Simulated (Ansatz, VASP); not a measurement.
## Two plane-wave programs on KTaO3

```xyz
5
Lattice="4.0244 0.0000 0.0000 0.0000 4.0244 0.0000 0.0000 0.0000 4.0244" Properties=species:S:1:pos:R:3 pbc="T T T"
K     0.0000    0.0000    0.0000
Ta    2.0122    2.0122    2.0122
O     0.0000    2.0122    2.0122
O     2.0122    2.0122    0.0000
O     2.0122    0.0000    2.0122
```

Alike in both runs: task single point; functional PBEsol; k mesh 8 × 8 × 8; occupations gaussian, width 0.05 eV; no spin polarisation.

```csv
,VASP,Ansatz
version,VASP 6.6.1,Ansatz 0.2.0
potentials or method,"VASP PAW PBE potentials, release 64 (K_sv, Ta_pv, O), cutoff 520 eV","scalar-relativistic, plane waves, PAW"
valence electrons in the cell,38,40
```

Ansatz gave:

- gap on the k mesh at the Fermi level (eV): 2.07
- least direct gap on the mesh (eV): 2.70
- pressure (GPa): -5.6

Which values does VASP return?

gap on the k mesh at the Fermi level (eV): 2.03; least direct gap on the mesh (eV): 2.66; pressure (GPa): -4.9.

VASP's potentials were made for PBE, not for PBEsol. VASP's potentials hold 38 valence electrons a cell and Ansatz's 40, so a difference there can come from the potentials and not from the codes.

Spin-orbit coupling is off throughout.
